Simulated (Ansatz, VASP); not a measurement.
**One calculation of LiF, two programs**

File INCAR:

```
SYSTEM = LiF
PREC     = Accurate       ! precision mode
ENCUT    = 520            ! plane-wave cutoff, eV
EDIFF    = 1E-6           ! SCF threshold, eV
ISMEAR   = 0              ! smearing method
SIGMA    = 0.02           ! smearing width, eV
LREAL    = .FALSE.        ! projectors in reciprocal space
LASPH    = .TRUE.         ! aspherical terms in the spheres
NELM     = 100            ! most SCF steps
ALGO     = Normal         ! electronic algorithm
ISIF     = 2              ! what is computed and relaxed
LWAVE    = .FALSE.        ! write WAVECAR
LCHARG   = .FALSE.        ! write CHGCAR
GGA      = PE             ! functional
NBANDS   = 12             ! bands
```

Contents of KPOINTS:

```
Automatic mesh
0
G
  10 10 10
  0 0 0
```

Contents of POSCAR:

```
LiF
1.0
    0.0000000000      1.9489972449      1.9489972449
    1.9489972449      0.0000000000      1.9489972449
    1.9489972449      1.9489972449      0.0000000000
Li F
1 1
Direct
    0.5000000000      0.5000000000      0.5000000000
    0.0000000000      0.0000000000      0.0000000000
```

Input for Ansatz:

```yaml
crystal:
  lattice:
    - [0.0, 1.9489972449, 1.9489972449]
    - [1.9489972449, 0.0, 1.9489972449]
    - [1.9489972449, 1.9489972449, 0.0]
  atoms:
    - { symbol: Li, position: [0.5, 0.5, 0.5] }
    - { symbol: F, position: [0.0, 0.0, 0.0] }
basis:
  ecutwfc: 420
kpoints:
  mp_grid: { grid: [10, 10, 10] }
hamiltonian:
  xc: pbe
scf:
  occupations: { method: gaussian, width: 0.02 }
output:
  forces: true
  stress: true
  eigenvalues: true
```

Alike in both runs: task single point; functional PBE; k mesh 10 × 10 × 10; occupations gaussian, width 0.02 eV; no spin polarisation.

```csv
,VASP,Ansatz
version,VASP 6.6.1,Ansatz 0.2.0
potentials or method,"VASP PAW PBE potentials, release 64 (Li_sv, F), cutoff 520 eV","scalar-relativistic, plane waves, PAW"
valence electrons in the cell,10,10
```

```tsv
	VASP	Ansatz	Ansatz less VASP
gap on the k mesh at the Fermi level (eV)	10.02	10.02	0.000
least direct gap on the mesh (eV)	10.02	10.02	0.000
```

Noted on VASP's run: the cutoff is short for stress, so the pressure is rough.
